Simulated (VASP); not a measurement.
Input of a VASP 6.6.1 run:

File INCAR:

```
PREC = Accurate
ENCUT = 520
EDIFF = 1E-7
ISMEAR = 0
SIGMA = 0.02
LREAL = False
LASPH = True
NELM = 60
ALGO = Normal
ISIF = 2
LWAVE = False
LCHARG = False
GGA = PE
NBANDS = 11
```

File KPOINTS:

```
regular mesh
0
Gamma
  10 10 6
```

The input POSCAR:

```
LiH3
1.0
    2.7347574975      0.0000000000      0.0000000000
    0.0000000000      2.7347574975      0.0000000000
    0.0000000000      0.0000000000      6.1927094706
Li H
1 3
Direct
    0.0000000000      0.0000000000      0.5000000000
    0.5000000000      0.5000000000      0.0605996859
    0.5000000000      0.5000000000      0.9394003141
    0.5000000000      0.5000000000      0.5000000000
```

Potentials or basis: VASP PAW PBE potentials, release 64 (Li_sv, H).

The run is started by

```bash
$ cat potpaw_PBE.64/Li_sv/POTCAR potpaw_PBE.64/H/POTCAR > POTCAR
$ mpirun -np 1 vasp_std > vasp.out
```

What does it give for the band gap on the k mesh?

0.76 eV (least direct gap 4.72 eV).

Estimate the largest force.

0.012 eV/Å.

Forces in eV/Å, atoms in the order of the input:
```
Li   0.000  0.000  0.000
H    0.000  0.000 -0.012
H    0.000  0.000  0.012
H    0.000  0.000  0.000
```

 A k mesh can miss the band edges.
